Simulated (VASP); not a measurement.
# InAg2 (P-3m1) in VASP: relaxation of cell and atoms with PBE

Aim: the relaxation of cell and atoms of InAg2 with PBE.

Program: VASP 6.6.1. These are calculated values, not measurements. Logs are shortened: lines on timing, memory, paths and dates and some standing lists are left out, and cuts for length are marked.

## 1. The cell of the first run

The structure is trigonal, space group P-3m1 (No. 164). Conventional cell: a = 3.251 Å, b = 3.251 Å, c = 6.704 Å, α = 90.00°, β = 90.00°, γ = 120.00°. In (site symmetry -3m) has 6 Ag at 2.95 Å and 6 In at 3.25 Å within 3.9 Å. Within 3.8 Å of Ag (site symmetry 3m) lie 9 Ag at 2.86 to 3.25 Å and 3 In at 2.95 Å.

The cell was built from a structure type or drawn by symmetry, and may not be a known phase.

## 2. Relaxation of cell and atoms, PBE

INCAR

```
SYSTEM = InAg2
ALGO = Fast ; EDIFF = 1E-7
EDIFFG = -0.01 ; ENCUT = 600
GGA = PE ; IBRION = 2
ISIF = 3 ; ISMEAR = 0
LASPH = .True. ; LCHARG = .False.
LREAL = .False. ; LWAVE = .False.
NELM = 80 ; NSW = 100
PREC = Accurate ; SIGMA = 0.1
```

KPOINTS

```
k-points
0
Gamma
  18 18 8
  0 0 0
```

POSCAR

```
InAg2
1.0
    3.2513188594      0.0000000000      0.0000000000
   -1.6256594297      2.8157247281      0.0000000000
    0.0000000000      0.0000000000      6.7042427743
In Ag
1 2
Direct
    0.0000000000      0.0000000000      0.0000000000
    0.3333333333      0.6666666667      0.3389226777
    0.6666666667      0.3333333333      0.6610773223
```

Potentials or basis: VASP PAW PBE potentials, release 64 (In_d, Ag).

Run with:

```
$ cat potpaw_PBE.64/In_d/POTCAR potpaw_PBE.64/Ag/POTCAR > POTCAR
$ mpirun -np 1 vasp_std > vasp.out
```

OUTCAR:

```text
SYSTEM = InAg2
   EDIFF = 1E-7
   EDIFFG = -0.01
   ENCUT = 600
   GGA = PE
   IBRION = 2
   ISIF = 3
   ISMEAR = 0
   LASPH = .True.
   LREAL = .False.
   NELM = 80
   NSW = 100
   PREC = Accurate

 ion  position               nearest neighbor table
   1  0.000  0.000  0.000-   2 2.95   3 2.95   3 2.95   2 2.95   3 2.95   2 2.95
   2  0.333  0.667  0.339-   3 2.86   3 2.86   3 2.86   1 2.95   1 2.95   1 2.95
   3  0.667  0.333  0.661-   2 2.86   2 2.86   2 2.86   1 2.95   1 2.95   1 2.95

  LATTYP: Found a hexagonal cell.
 ALAT       =     3.2513188594
 C/A-ratio  =     2.0620071621

  Lattice vectors:

 A1 = (   3.2513188594,   0.0000000000,   0.0000000000)
 A2 = (  -1.6256594297,   2.8157247281,   0.0000000000)
 A3 = (   0.0000000000,   0.0000000000,   6.7042427743)

Analysis of symmetry for initial positions (statically):
=====================================================================
 Subroutine PRICEL returns:
 Original cell was already a primitive cell.

 Routine SETGRP: Setting up the symmetry group for a
 hexagonal supercell.

 Subroutine GETGRP returns: Found 12 space group operations
 (whereof 12 operations were pure point group operations)
 out of a pool of 24 trial point group operations.

The static configuration has the point symmetry D_3d.

Analysis of symmetry for dynamics (positions and initial velocities):
=====================================================================
 Subroutine PRICEL returns:
 Original cell was already a primitive cell.

 Routine SETGRP: Setting up the symmetry group for a
 hexagonal supercell.

 Subroutine GETGRP returns: Found 12 space group operations
 (whereof 12 operations were pure point group operations)
 out of a pool of 24 trial point group operations.

The dynamic configuration has the point symmetry D_3d.

 Subroutine INISYM returns: Found 12 space group operations
 (whereof 12 operations are pure point group operations),
 and found     1 'primitive' translations

----------------------------------------------------------------------------------------

                                     Primitive cell

  volume of cell :      61.3761

  direct lattice vectors                    reciprocal lattice vectors
     3.251318859  0.000000000  0.000000000     0.307567496  0.177574177  0.000000000
    -1.625659430  2.815724728  0.000000000     0.000000000  0.355148353  0.000000000
     0.000000000  0.000000000  6.704242774     0.000000000  0.000000000  0.149159276

  length of vectors
     3.251318859  3.251318859  6.704242774     0.355148353  0.355148353  0.149159276

  position of ions in fractional coordinates (direct lattice)
     0.000000000  0.000000000  0.000000000
     0.333333333  0.666666667  0.338922678
     0.666666667  0.333333333  0.661077322

  ion indices of the primitive-cell ions
   primitive index   ion index
                 1           1
                 2           2
                 3           3

----------------------------------------------------------------------------------------

 KPOINTS: k-points

Automatic generation of k-mesh.
 Grid dimensions read from file:
 generate k-points for:   18   18    8

 Generating k-lattice:

  Cartesian coordinates                     Fractional coordinates (reciprocal lattice)
     0.017087083  0.009865232  0.000000000     0.055555556  0.000000000  0.000000000
     0.000000000  0.019730464  0.000000000     0.000000000  0.055555556  0.000000000
     0.000000000  0.000000000  0.018644910     0.000000000  0.000000000  0.125000000

  Length of vectors
     0.019730464  0.019730464  0.018644910

  Shift w.r.t. Gamma in fractional coordinates (k-lattice)
     0.000000000  0.000000000  0.000000000

 Subroutine IBZKPT returns following result:
 ===========================================

 Found    266 irreducible k-points:

 Following reciprocal coordinates:
            Coordinates               Weight
  0.000000  0.000000  0.000000      1.000000
  0.055556  0.000000  0.000000      6.000000
  0.111111  0.000000  0.000000      6.000000
  0.166667  0.000000  0.000000      6.000000
  0.222222 -0.000000  0.000000      6.000000
  0.277778  0.000000  0.000000      6.000000
[... 16 lines left out ...]
  0.333333  0.111111  0.000000     12.000000
  0.388889  0.111111  0.000000     12.000000
 [... further k-points ...]
   k-points           NKPTS =    266   k-points in BZ     NKDIM =    266   number of bands    NBANDS=     21
   number of dos      NEDOS =    301   number of ions     NIONS =      3
   total plane-waves  NPLWV =  42336
   dimension x,y,z NGX =    28 NGY =   28 NGZ =   54
   dimension x,y,z NGXF=    56 NGYF=   56 NGZF=  108
   ions per type =               1   2
   NGX,Y,Z   is equivalent  to a cutoff of  14.32, 14.32, 13.39 a.u.
   NGXF,Y,Z  is equivalent  to a cutoff of  28.63, 28.63, 26.78 a.u.
 SYSTEM =  InAg2
   PREC   = accura    normal or accurate (medium, high low for compatibility)
   ISTART =      0    job   : 0-new  1-cont  2-samecut
   ICHARG =      2    charge: 1-file 2-atom 10-const
   ISPIN  =      1    spin polarized calculation?
   LNONCOLLINEAR =      F non collinear calculations
   LSORBIT =      F    spin-orbit coupling
   LASPH  =      T    aspherical Exc in radial PAW
   ENCUT  =  600.0 eV  44.10 Ry    6.64 a.u.   6.49  6.49 13.39*2*pi/ulx,y,z
   NELM   =     80;   NELMIN=  2; NELMDL= -5     # of ELM steps
   EDIFF  = 0.1E-06   stopping-criterion for ELM
   LREAL  =      F    real-space projection
   EDIFFG = -.1E-01   stopping-criterion for IOM
   NSW    =    100    number of steps for IOM
   IBRION =      2    ionic relax: 0-MD 1-quasi-New 2-CG
   NFREE  =      1    steps in history (QN), initial steepest desc. (CG)
   ISIF   =      3    stress and relaxation
   ISYM   =      2    0-nonsym 1-usesym 2-fastsym
   POTIM  = 0.5000    time-step for ionic-motion
   TEBEG  =    0.0;   TEEND  =   0.0 temperature during run
   PSTRESS=    0.0 pullay stress
   NELECT =      35.0000    total number of electrons
   NUPDOWN=      -1.0000    fix difference up-down
   EMIN   =  10.00;   EMAX   =-10.00  energy-range for DOS
   EFERMI =   0.00;   METHOD = LEGACY
   ISMEAR =     0;   SIGMA  =   0.10  broadening in eV -4-tet -1-fermi 0-gaus
   EFERMI_NEDOS =   21; number of points for ismear=-14 and -15
   IALGO  =     68    algorithm
   IMIX   =      4    mixing-type and parameters
     AMIX     =   0.40;   BMIX     =  1.00
     AMIX_MAG =   1.60;   BMIX_MAG =  1.00
  volume/ion in A,a.u.               =      20.46       138.06
  Fermi-wavevector in a.u.,A,eV,Ry     =   1.357577  2.565448 25.075731  1.843014
  Thomas-Fermi vector in A             =   2.484483
   LORBIT       =      0    0 simple, 1 ext, 2 COOP (PROOUT), +10 PAW based schemes
   GGA     = PE    functional components
   LHFCALC =     F    Hartree Fock is set to
   AEXX    =    0.0000 exact exchange contribution
   IVDW    =     0    specifies the selected vdW correction
   LEPSILON=     F    determine dielectric tensor
   LRPA    =     F    only Hartree local field effects (RPA)
 conjugate gradient relaxation of ions
 non-spin polarized calculation
 RMM-DIIS sequential band-by-band and
 Gauss-broadening in eV      SIGMA  =   0.10
  energy-cutoff  :      600.00
  volume of cell :       61.38
 maximum number of plane-waves:      2085
 NGX is ok and might be reduce to    28
   NGX = 13   NGY = 13   NGZ = 27

--------------------------------------- Ionic step        1  -------------------------------------------

 number of electron      34.9999999 magnetization

 Free energy of the ion-electron system (eV)
  ---------------------------------------------------
  ext. energy  EPLUGINS =         0.00000000
  ---------------------------------------------------
  free energy    TOTEN  =        -7.83643353 eV

  energy without entropy =       -7.83186748  energy(sigma->0) =       -7.83415051

------------------------ aborting loop because EDIFF is reached ----------------------------------------

  FORCE on cell =-STRESS in cart. coord.  units (eV):
  Direction    XX          YY          ZZ          XY          YZ          ZX
  --------------------------------------------------------------------------------------
  -------------------------------------------------------------------------------------
  Total       -0.5306823     -0.5306823      1.1681265      0.0000000      0.0000000      0.0000000
  in kB      -13.8530604    -13.8530604     30.4930569      0.0000000      0.0000000      0.0000000
  external PRESSURE =       0.9289787 kB  Pullay stress =       0.0000000 kB
[... 92 lines left out ...]
  FREE ENERGIE OF THE ION-ELECTRON SYSTEM (eV)
  ---------------------------------------------------
  free  energy   TOTEN  =        -7.8850157747 eV

  energy  without entropy=       -7.8798481048  energy(sigma->0) =       -7.88243194

[... ionic steps 4 to 7 ...]

--------------------------------------- Ionic step        8  -------------------------------------------

 number of electron      35.0000006 magnetization

------------------------ aborting loop because EDIFF is reached ----------------------------------------

  FORCE on cell =-STRESS in cart. coord.  units (eV):
  Direction    XX          YY          ZZ          XY          YZ          ZX
  --------------------------------------------------------------------------------------
  -------------------------------------------------------------------------------------
  Total        0.0205734      0.0205734     -0.0326739      0.0000000     -0.0000000      0.0000000
  in kB        0.5461001      0.5461001     -0.8672967      0.0000000     -0.0000000      0.0000000
  external PRESSURE =       0.0749678 kB  Pullay stress =       0.0000000 kB
[... 59 lines left out ...]
  energy  without entropy=       -7.8937214489  energy(sigma->0) =       -7.89600316

--------------------------------------- Ionic step       10  -------------------------------------------

 number of electron      35.0000006 magnetization

 Free energy of the ion-electron system (eV)
  ---------------------------------------------------
  ext. energy  EPLUGINS =         0.00000000
  ---------------------------------------------------
  free energy    TOTEN  =        -7.89832894 eV

  energy without entropy =       -7.89375759  energy(sigma->0) =       -7.89604327

 E-fermi :   8.0322     XC(G=0): -11.3744

 val. band max:        8.0269723072   @ k =   0.0000   0.2222   0.3750
 cond. band min:       8.0584567166   @ k =  -0.1667  -0.4444   0.3750
 fundamental gap:      0.0314844093
 Fermi energy:         8.0321699541

 k-point     1 :       0.0000    0.0000    0.0000
  band No.  band energies     occupation
      1      -6.8702      2.00000
      2      -6.7935      2.00000
      3      -6.7935      2.00000
      4      -6.4679      2.00000
      5      -6.4679      2.00000
      6      -1.3073      2.00000
[... 550 lines left out ...]
      5      -6.3626      2.00000
      6       2.2259      2.00000
[... 13 lines left out ...]
     20      11.6846      0.00000
     21      11.9278      0.00000

 [... further k-points ...]
[... 5 lines left out ...]
  --------------------------------------------------------------------------------------
  -------------------------------------------------------------------------------------
  Total        0.0079247      0.0079247      0.0107582      0.0000000      0.0000000      0.0000000
  in kB        0.2103470      0.2103470      0.2855557      0.0000000      0.0000000      0.0000000
  external PRESSURE =       0.2354165 kB  Pullay stress =       0.0000000 kB
[... 18 lines left out ...]
  FREE ENERGIE OF THE ION-ELECTRON SYSTEM (eV)
  ---------------------------------------------------
  free  energy   TOTEN  =        -7.8983289431 eV

  energy  without entropy=       -7.8937575927  energy(sigma->0) =       -7.89604327

 reached required accuracy - stopping structural energy minimisation
```

Run time: 35 min. Hardware: 1 thread of Intel Xeon Platinum 8559C (Emerald Rapids), shared host; peak memory 0.54 GiB.

Results:

| Quantity | Value |
| --- | --- |
| Free energy | -7.8983 eV |
| Relaxed volume | 20.12 Å³/atom |
| Relaxed cell | a = 3.124 Å, b = 3.124 Å, c = 7.144 Å, α = 90.00°, β = 90.00°, γ = 120.00° |
| Space group after relaxing (to 0.1 Å) | P-3m1 (No. 164) |
| Energy gained by relaxing | 20.6 meV/atom |
| Ionic steps | 10 |
| Pressure after relaxing | 0.0 GPa |
| Largest force after relaxing | 0.003 eV/Å |
| Band gap on the k mesh | zero (an odd number of electrons rules out a gap without spin polarisation) |

Forces on the atoms (eV/Å):
```
In   0.000  0.000  0.000
Ag   0.000  0.000  0.003
Ag   0.000  0.000 -0.003
```

The path:
```tsv
step	energy change (eV)	largest force (eV/Å)	pressure (GPa)	volume (Å³)
1	0.0000	0.0264	0.09	61.38
2	-0.0266	0.0338	-0.42	61.47
3	-0.0486	0.0492	-0.99	61.54
4	-0.0461	0.0890	-1.24	61.52
5	-0.0565	0.0638	-1.27	61.56
6	-0.0582	0.0077	1.07	59.44
7	-0.0617	0.0342	-0.03	60.38
8	-0.0617	0.0333	0.01	60.36
9	-0.0619	0.0164	0.01	60.36
10	-0.0619	0.0030	0.02	60.36
```

Final structure:
```xyz
3
Lattice="3.1236 0.0000 0.0000 -1.5618 2.7051 0.0000 0.0000 0.0000 7.1436" Properties=species:S:1:pos:R:3 pbc="T T T"
In   -1.5618    2.7051    0.0000
Ag    0.0000    1.8034    2.4331
Ag    1.5618    0.9017    4.7105
```

Caveat: spin-orbit coupling is left out, which moves the levels of the heavy elements.
